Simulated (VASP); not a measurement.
# CuI (I-4m2) in VASP: further runs

CuI is run at these levels: PBE, r2SCAN; tasks: single point.

All numbers are computed with VASP 6.6.1; they aren't measurements. Logs are shortened: lines on timing, memory, paths and dates and some standing lists are left out, and cuts for length are marked.

## Step 1: The cell of the first run

It takes space group I-4m2 (No. 119, tetragonal). Conventional cell: a = 4.387 Å, b = 4.387 Å, c = 5.775 Å, α = 90.00°, β = 90.00°, γ = 90.00°. Within 3.5 Å of Cu (site symmetry -4m2) lie 4 I at 2.63 Å. I (site symmetry -4m2) has 4 Cu at 2.63 Å within 3.5 Å.

## Step 2: Single point, PBE (epitaxial xy strain +3.0%)

Contents of INCAR:

```
SYSTEM = CuI
PREC = Accurate ; ENCUT = 520
EDIFF = 1E-7 ; ISMEAR = -1
SIGMA = 0.02 ; LREAL = .False.
LASPH = .True. ; NELM = 80
ALGO = Normal ; ISIF = 2
LWAVE = .False. ; LCHARG = .True.
GGA = PE ; LELF = .True.
LVHAR = .True. ; NBANDS = 16
```

Contents of KPOINTS:

```
regular mesh
0
Gamma
  8 8 8
  0 0 0
```

Contents of POSCAR:

```
CuI
1.0
    0.0000000000      3.1023898133      2.8873022679
    3.1023898133      0.0000000000      2.8873022679
    3.1023898133      3.1023898133      0.0000000000
Cu I
1 1
Direct
    0.0000000000      0.0000000000      0.0000000000
    0.2500000000      0.2500000000      0.2500000000
```

Potentials or basis: VASP PAW PBE potentials, release 64 (Cu, I).

On the command line:

```sh
cat potpaw_PBE.64/Cu/POTCAR potpaw_PBE.64/I/POTCAR > POTCAR
mpirun -np 1 vasp_std > vasp.out
```

OUTCAR:

```text
SYSTEM = CuI
   PREC = Accurate
   ENCUT = 520
   EDIFF = 1E-7
   ISMEAR = -1
   LREAL = .False.
   LASPH = .True.
   NELM = 80
   ISIF = 2
   GGA = PE

 ion  position               nearest neighbor table
   1  0.000  0.000  0.000-   2 2.63   2 2.63   2 2.63   2 2.63
   2  0.250  0.250  0.250-   1 2.63   1 2.63   1 2.63   1 2.63

  LATTYP: Found a body centered tetragonal cell.
 ALAT       =     4.3874417497
 C/A-ratio  =     1.3161666559

  Lattice vectors:

 A1 = (   0.0000000000,  -3.1023898133,  -2.8873022679)
 A2 = (   0.0000000000,   3.1023898133,  -2.8873022679)
 A3 = (   3.1023898133,   0.0000000000,   2.8873022679)

Analysis of symmetry for initial positions (statically):
=====================================================================
 Subroutine PRICEL returns:
 Original cell was already a primitive cell.

 Routine SETGRP: Setting up the symmetry group for a
 body centered tetragonal supercell.

 Subroutine GETGRP returns: Found  8 space group operations
 (whereof  8 operations were pure point group operations)
 out of a pool of 16 trial point group operations.

The static configuration has the point symmetry D_2d.

Analysis of symmetry for dynamics (positions and initial velocities):
=====================================================================
 Subroutine PRICEL returns:
 Original cell was already a primitive cell.

 Routine SETGRP: Setting up the symmetry group for a
 body centered tetragonal supercell.

 Subroutine GETGRP returns: Found  8 space group operations
 (whereof  8 operations were pure point group operations)
 out of a pool of 16 trial point group operations.

The dynamic configuration has the point symmetry D_2d.

 Subroutine INISYM returns: Found  8 space group operations
 (whereof  8 operations are pure point group operations),
 and found     1 'primitive' translations

----------------------------------------------------------------------------------------

                                     Primitive cell

  volume of cell :      55.5795

  direct lattice vectors                    reciprocal lattice vectors
     0.000000000  3.102389813  2.887302268    -0.161166078  0.161166078  0.173172032
     3.102389813  0.000000000  2.887302268     0.161166078 -0.161166078  0.173172032
     3.102389813  3.102389813  0.000000000     0.161166078  0.161166078 -0.173172032

  length of vectors
     4.238081752  4.238081752  4.387441750     0.286247379  0.286247379  0.286247379

  position of ions in fractional coordinates (direct lattice)
     0.000000000  0.000000000  0.000000000
     0.250000000  0.250000000  0.250000000

  ion indices of the primitive-cell ions
   primitive index   ion index
                 1           1
                 2           2

----------------------------------------------------------------------------------------

 KPOINTS: regular mesh

Automatic generation of k-mesh.
 Grid dimensions read from file:
 generate k-points for:    8    8    8

 Generating k-lattice:

  Cartesian coordinates                     Fractional coordinates (reciprocal lattice)
    -0.020145760  0.020145760  0.021646504     0.125000000 -0.000000000  0.000000000
     0.020145760 -0.020145760  0.021646504    -0.000000000  0.125000000  0.000000000
     0.020145760  0.020145760 -0.021646504     0.000000000  0.000000000  0.125000000

  Length of vectors
     0.035780922  0.035780922  0.035780922

  Shift w.r.t. Gamma in fractional coordinates (k-lattice)
     0.000000000  0.000000000  0.000000000

 Subroutine IBZKPT returns following result:
 ===========================================

 Found     59 irreducible k-points:

 Following reciprocal coordinates:
            Coordinates               Weight
  0.000000  0.000000  0.000000      1.000000
  0.125000  0.000000  0.000000      8.000000
  0.250000  0.000000  0.000000      8.000000
  0.375000  0.000000  0.000000      8.000000
  0.500000  0.000000  0.000000      4.000000
  0.125000  0.125000  0.000000      2.000000
[... 16 lines left out ...]
  0.250000  0.000000  0.125000     16.000000
  0.375000  0.000000  0.125000     16.000000
 [... further k-points ...]
   k-points           NKPTS =     59   k-points in BZ     NKDIM =     59   number of bands    NBANDS=     16
   number of dos      NEDOS =    301   number of ions     NIONS =      2
   total plane-waves  NPLWV =  36864
   dimension x,y,z NGX =    32 NGY =   32 NGZ =   36
   dimension x,y,z NGXF=    64 NGYF=   64 NGZF=   72
   ions per type =               1   1
   NGX,Y,Z   is equivalent  to a cutoff of  12.55, 12.55, 13.64 a.u.
   NGXF,Y,Z  is equivalent  to a cutoff of  25.11, 25.11, 27.28 a.u.
 SYSTEM =  CuI
   PREC   = accura    normal or accurate (medium, high low for compatibility)
   ISTART =      0    job   : 0-new  1-cont  2-samecut
   ICHARG =      2    charge: 1-file 2-atom 10-const
   ISPIN  =      1    spin polarized calculation?
   LNONCOLLINEAR =      F non collinear calculations
   LSORBIT =      F    spin-orbit coupling
   LASPH  =      T    aspherical Exc in radial PAW
   ENCUT  =  520.0 eV  38.22 Ry    6.18 a.u.   7.88  7.88  8.16*2*pi/ulx,y,z
   NELM   =     80;   NELMIN=  2; NELMDL= -5     # of ELM steps
   EDIFF  = 0.1E-06   stopping-criterion for ELM
   LREAL  =      F    real-space projection
   EDIFFG = 0.1E-05   stopping-criterion for IOM
   NSW    =      0    number of steps for IOM
   IBRION =     -1    ionic relax: 0-MD 1-quasi-New 2-CG
   NFREE  =      0    steps in history (QN), initial steepest desc. (CG)
   ISIF   =      2    stress and relaxation
   ISYM   =      2    0-nonsym 1-usesym 2-fastsym
   POTIM  = 0.5000    time-step for ionic-motion
   TEBEG  =    0.0;   TEEND  =   0.0 temperature during run
   PSTRESS=    0.0 pullay stress
   NELECT =      18.0000    total number of electrons
   NUPDOWN=      -1.0000    fix difference up-down
   EMIN   =  10.00;   EMAX   =-10.00  energy-range for DOS
   EFERMI =   0.00;   METHOD = LEGACY
   ISMEAR =    -1;   SIGMA  =   0.02  broadening in eV -4-tet -1-fermi 0-gaus
   EFERMI_NEDOS =   21; number of points for ismear=-14 and -15
   IALGO  =     38    algorithm
   IMIX   =      4    mixing-type and parameters
     AMIX     =   0.40;   BMIX     =  1.00
     AMIX_MAG =   1.60;   BMIX_MAG =  1.00
  volume/ion in A,a.u.               =      27.79       187.53
  Fermi-wavevector in a.u.,A,eV,Ry     =   1.124244  2.124514 17.196745  1.263925
  Thomas-Fermi vector in A             =   2.260915
   LORBIT       =      0    0 simple, 1 ext, 2 COOP (PROOUT), +10 PAW based schemes
   GGA     = PE    functional components
   LHFCALC =     F    Hartree Fock is set to
   AEXX    =    0.0000 exact exchange contribution
   IVDW    =     0    specifies the selected vdW correction
   LEPSILON=     F    determine dielectric tensor
   LRPA    =     F    only Hartree local field effects (RPA)
 non-spin polarized calculation
  energy-cutoff  :      520.00
  volume of cell :       55.58
 maximum number of plane-waves:      1514
   NGX = 15   NGY = 15   NGZ = 17

 number of electron      18.0000005 magnetization

 Free energy of the ion-electron system (eV)
  ---------------------------------------------------
  ext. energy  EPLUGINS =         0.00000000
  ---------------------------------------------------
  free energy    TOTEN  =        -5.55191077 eV

  energy without entropy =       -5.55191077  energy(sigma->0) =       -5.55191077

 E-fermi :   4.8759     XC(G=0):  -8.9530

 val. band max:        4.5057848112   @ k =   0.0000   0.0000   0.0000
 cond. band min:       5.5911478847   @ k =   0.0000   0.0000   0.0000
 fundamental gap:      1.0853630734
 Fermi energy:         4.8759446644

 k-point     1 :       0.0000    0.0000    0.0000
  band No.  band energies     occupation
      1      -9.5595      2.00000
      2       0.7998      2.00000
      3       0.7998      2.00000
      4       0.8729      2.00000
      5       2.5710      2.00000
      6       2.6273      2.00000
[... 8 lines left out ...]
     15      13.5344      0.00000
     16      14.3831      0.00000

 k-point     2 :       0.1250    0.0000    0.0000
  band No.  band energies     occupation
      1      -9.4864      2.00000
      2       0.5230      2.00000
      3       0.7925      2.00000
      4       0.8681      2.00000
      5       2.5685      2.00000
      6       2.6187      2.00000
[... 8 lines left out ...]
     15      13.2943      0.00000
     16      13.7050      0.00000

 k-point     3 :       0.2500    0.0000    0.0000
  band No.  band energies     occupation
      1      -9.2992      2.00000
      2      -0.1799      2.00000
      3       0.7706      2.00000
      4       0.9039      2.00000
      5       2.5763      2.00000
      6       2.6073      2.00000
[... 8 lines left out ...]
     15      13.0755      0.00000
     16      13.7570      0.00000

 k-point     4 :       0.3750    0.0000    0.0000
  band No.  band energies     occupation
      1      -9.0938      2.00000
      2      -0.8575      2.00000
      3       0.7425      2.00000
      4       0.9376      2.00000
      5       2.6103      2.00000
      6       2.6139      2.00000
[... 8 lines left out ...]
     15      14.1245      0.00000
     16      14.2222      0.00000
[... 324 lines left out ...]
 k-point    22 :       0.1250    0.0000    0.1250
  band No.  band energies     occupation
      1      -9.4664      2.00000
      2       0.4653      2.00000
      3       0.7884      2.00000
      4       0.8710      2.00000
      5       2.5489      2.00000
      6       2.6288      2.00000
[... 8 lines left out ...]
     15      13.6913      0.00000
     16      14.2281      0.00000

 k-point    23 :       0.2500    0.0000    0.1250
  band No.  band energies     occupation
      1      -9.3201      2.00000
      2      -0.0246      2.00000
      3       0.7604      2.00000
      4       0.8685      2.00000
      5       2.5329      2.00000
      6       2.6316      2.00000
[... 8 lines left out ...]
     15      13.9390      0.00000
     16      14.7369      0.00000

 k-point    24 :       0.3750    0.0000    0.1250
  band No.  band energies     occupation
      1      -9.1185      2.00000
      2      -0.6363      2.00000
      3       0.6679      2.00000
      4       0.8823      2.00000
      5       2.5533      2.00000
      6       2.6360      2.00000
[... 8 lines left out ...]
     15      14.1342      0.00000
     16      14.7970      0.00000

 [... further k-points ...]

------------------------ aborting loop because EDIFF is reached ----------------------------------------

  FORCE on cell =-STRESS in cart. coord.  units (eV):
  Direction    XX          YY          ZZ          XY          YZ          ZX
  --------------------------------------------------------------------------------------
  -------------------------------------------------------------------------------------
  Total        0.0015650      0.0015650      0.3901232      0.0000000      0.0000000      0.0000000
  in kB        0.0451135      0.0451135     11.2459832      0.0000000      0.0000000      0.0000000
  external PRESSURE =       3.7787367 kB  Pullay stress =       0.0000000 kB

 VOLUME and BASIS-vectors are now :
 -----------------------------------------------------------------------------
  energy-cutoff  :      520.00
  volume of cell :       55.58
      direct lattice vectors                 reciprocal lattice vectors
     0.000000000  3.102389813  2.887302268    -0.161166078  0.161166078  0.173172032
     3.102389813  0.000000000  2.887302268     0.161166078 -0.161166078  0.173172032
     3.102389813  3.102389813  0.000000000     0.161166078  0.161166078 -0.173172032

 POSITION                                       TOTAL-FORCE (eV/Angst)
 -----------------------------------------------------------------------------------
      0.00000      0.00000      0.00000         0.000000      0.000000     -0.000000
      1.55119      1.55119      1.44365        -0.000000      0.000000      0.000000
 -----------------------------------------------------------------------------------
    total drift:                                0.000001      0.000001      0.000003

  FREE ENERGIE OF THE ION-ELECTRON SYSTEM (eV)
  ---------------------------------------------------
  free  energy   TOTEN  =        -5.5519107741 eV

  energy  without entropy=       -5.5519107741  energy(sigma->0) =       -5.55191077
```

Wall time 86 s (1 thread of Intel Xeon 8259CL, shared host); peak memory 0.22 GiB.

Results:

| Property | Result |
| --- | --- |
| Free energy | -5.5519 eV |
| Pressure | 0.4 GPa |
| Band gap on the k mesh | 1.09 eV |

Caveat: the cell differs from its parent crystal (epitaxial xy strain +3.0%); spin-orbit coupling is left out, which moves the levels of the heavy elements.

## Step 3: Single point, r2SCAN (epitaxial xy strain +3.0%)

POSCAR is that of step 2.

Contents of INCAR.step1:

```
SYSTEM = CuI
PREC = Accurate
ENCUT = 520
ISMEAR = 0
SIGMA = 0.01
LREAL = .False.
LASPH = .True.
NELM = 60
NBANDS = 16
GGA = PE
ALGO = Normal
EDIFF = 1E-4
LWAVE = .True.
LCHARG = .False.
```

Contents of INCAR.step2:

```
SYSTEM = CuI
PREC = Accurate
ENCUT = 520
EDIFF = 1E-6
ISMEAR = 0
SIGMA = 0.01
LREAL = .False.
LASPH = .True.
NELM = 60
ALGO = Normal
ISIF = 2
LWAVE = .False.
LCHARG = .False.
METAGGA = R2SCAN
LMIXTAU = .True.
NBANDS = 16
ISTART = 1
```

KPOINTS is that of step 2.

Potentials or basis: VASP PAW PBE potentials, release 64 (Cu, I).

On the command line:

```sh
cat potpaw_PBE.64/Cu/POTCAR potpaw_PBE.64/I/POTCAR > POTCAR
cp INCAR.step1 INCAR
mpirun -np 1 vasp_std > vasp.out
cp INCAR.step2 INCAR
mpirun -np 1 vasp_std > vasp.out
```

OUTCAR:

```text
SYSTEM = CuI
   PREC = Accurate
   ENCUT = 520
   EDIFF = 1E-6
   ISMEAR = 0
   LREAL = .False.
   LASPH = .True.
   NELM = 60
   ISIF = 2
   METAGGA = R2SCAN
   ISTART = 1

 ion  position               nearest neighbor table
   1  0.000  0.000  0.000-   2 2.63   2 2.63   2 2.63   2 2.63
   2  0.250  0.250  0.250-   1 2.63   1 2.63   1 2.63   1 2.63

  LATTYP: Found a body centered tetragonal cell.
 ALAT       =     4.3874417497
 C/A-ratio  =     1.3161666559

  Lattice vectors:

[... 644 lines left out ...]

  FORCE on cell =-STRESS in cart. coord.  units (eV):
  Direction    XX          YY          ZZ          XY          YZ          ZX
  --------------------------------------------------------------------------------------
  -------------------------------------------------------------------------------------
  Total       -0.4209561     -0.4209561     -0.0122184      0.0000000      0.0000000      0.0000000
  in kB      -12.1347949    -12.1347949     -0.3522168      0.0000000      0.0000000      0.0000000
  external PRESSURE =      -8.2072688 kB  Pullay stress =       0.0000000 kB

 VOLUME and BASIS-vectors are now :
 -----------------------------------------------------------------------------
  energy-cutoff  :      520.00
  volume of cell :       55.58
      direct lattice vectors                 reciprocal lattice vectors
     0.000000000  3.102389813  2.887302268    -0.161166078  0.161166078  0.173172032
     3.102389813  0.000000000  2.887302268     0.161166078 -0.161166078  0.173172032
     3.102389813  3.102389813  0.000000000     0.161166078  0.161166078 -0.173172032

 POSITION                                       TOTAL-FORCE (eV/Angst)
 -----------------------------------------------------------------------------------
      0.00000      0.00000      0.00000        -0.000000     -0.000000     -0.000000
      1.55119      1.55119      1.44365         0.000000      0.000000      0.000000
 -----------------------------------------------------------------------------------
    total drift:                                0.000134      0.000134      0.000686

  FREE ENERGIE OF THE ION-ELECTRON SYSTEM (eV)
  ---------------------------------------------------
  free  energy   TOTEN  =       -35.7832783754 eV

  energy  without entropy=      -35.7832783754  energy(sigma->0) =      -35.78327838
```

OUTCAR.step1:

```text
SYSTEM = CuI
   PREC = Accurate
   ENCUT = 520
   ISMEAR = 0
   LREAL = .False.
   LASPH = .True.
[... 678 lines left out ...]
      0.00000      0.00000      0.00000         0.000000     -0.000000     -0.000000
      1.55119      1.55119      1.44365         0.000000      0.000000      0.000000
 -----------------------------------------------------------------------------------
    total drift:                                0.000002      0.000002      0.000003

  FREE ENERGIE OF THE ION-ELECTRON SYSTEM (eV)
  ---------------------------------------------------
  free  energy   TOTEN  =        -5.5519089983 eV

  energy  without entropy=       -5.5519089983  energy(sigma->0) =       -5.55190900
```

Wall time 3.5 min (1 thread of Intel Xeon 8259CL, shared host); peak memory 0.23 GiB.

What came out:

* Free energy: -35.7833 eV
* Pressure: -0.8 GPa
* Band gap on the k mesh: 1.56 eV

Caveat: the cell differs from its parent crystal (epitaxial xy strain +3.0%); the PAW data sets were made with another functional, which shifts forces and pressure a little; spin-orbit coupling is left out, which moves the levels of the heavy elements.
